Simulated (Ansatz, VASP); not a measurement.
**NaH: VASP beside Ansatz**

```
Na H
1.0
     2.95512    0.00000    0.00000
     0.00000    2.95512    0.00000
     0.00000    0.00000    2.95512
Na H
1 1
Direct
  0.00000 0.00000 0.89848
  0.50000 0.50000 0.50000
```

Alike in both runs: task single point; functional PBEsol; k mesh 10 × 10 × 10; occupations gaussian, width 0.05 eV; no spin polarisation.

```csv
,VASP,Ansatz
version,VASP 6.6.1,Ansatz 0.2.0
potentials or method,"VASP PAW PBE potentials, release 64 (Na_pv, H), cutoff 500 eV","scalar-relativistic, plane waves, PAW"
valence electrons in the cell,8,10
```

VASP gave:

| Item | Value |
| --- | --- |
| gap on the k mesh at the Fermi level (eV) | 0.84 |
| least direct gap on the mesh (eV) | 4.26 |
| pressure (GPa) | 0.3 |
| traceless stress, the component that is largest in VASP (GPa) | 0.18 |
| rms of the force components (eV/Å) | 0.076 |

Task: Estimate Ansatz's values.

Result: gap on the k mesh at the Fermi level (eV): 0.84; least direct gap on the mesh (eV): 4.26; pressure (GPa): 0.3; traceless stress, the component that is largest in VASP (GPa): 0.18; rms of the force components (eV/Å): 0.074.

VASP's potentials were made for PBE, not for PBEsol. Atom by atom the forces differ by 0.002 eV/Å (rms over components). VASP's potentials hold 8 valence electrons a cell and Ansatz's 10, so a difference there can come from the potentials and not from the codes.
